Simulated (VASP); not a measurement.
Input of a VASP 6.6.1 run:

Contents of INCAR:

```
SYSTEM = Si6CO
PREC = Accurate ; ENCUT = 520
EDIFF = 1E-6 ; ISMEAR = 0
SIGMA = 0.05 ; LREAL = .FALSE.
LASPH = .TRUE. ; NELM = 120
ALGO = Normal ; ISIF = 2
LWAVE = .FALSE. ; LCHARG = .FALSE.
LDIPOL = .TRUE. ; IDIPOL = 3
DIPOL = 0.5 0.5 0.321 ; GGA = PE
IVDW = 12 ; NBANDS = 27
GGA_COMPAT = .FALSE. ; NELMDL = -8
```

The input KPOINTS:

```
Automatic mesh
0
G
  7 5 1
  0 0 0
```

File POSCAR:

```
Si6CO
1.0
    3.8333442603      0.0000000000      0.0000000000
    0.0000000000      5.4211674422      0.0000000000
    0.0000000000      0.0000000000     22.5377548805
Si O C
6 1 1
Direct
    0.5000000000      0.0000000000      0.1774799673
    0.0000000000      0.2500000000      0.1774799673
    0.0000000000      0.5038841205      0.2602884661
    0.5000000000      0.7461158795      0.2602884661
    0.5000000000      0.0086034179      0.3411056213
    0.0000000000      0.2413965821      0.3411056213
    1.0000000000      0.8419367512      0.4786525960
    1.0000000000      0.8419367512      0.5296780866
```

Potentials or basis: VASP PAW PBE potentials, release 64 (Si, O, C).

The run is started by

```bash
$ cat potpaw_PBE.64/Si/POTCAR potpaw_PBE.64/O/POTCAR potpaw_PBE.64/C/POTCAR > POTCAR
$ mpirun -np 1 vasp_std > vasp.out
```

(1) Estimate the band gap on the k mesh.

(2) Estimate the dispersion energy per atom.

(3) Predict the largest force.

## Answers

(1) zero (bands 17 and 18 overlap by 0.28 eV).

(2) -0.204 eV.

(3) 0.707 eV/Å.
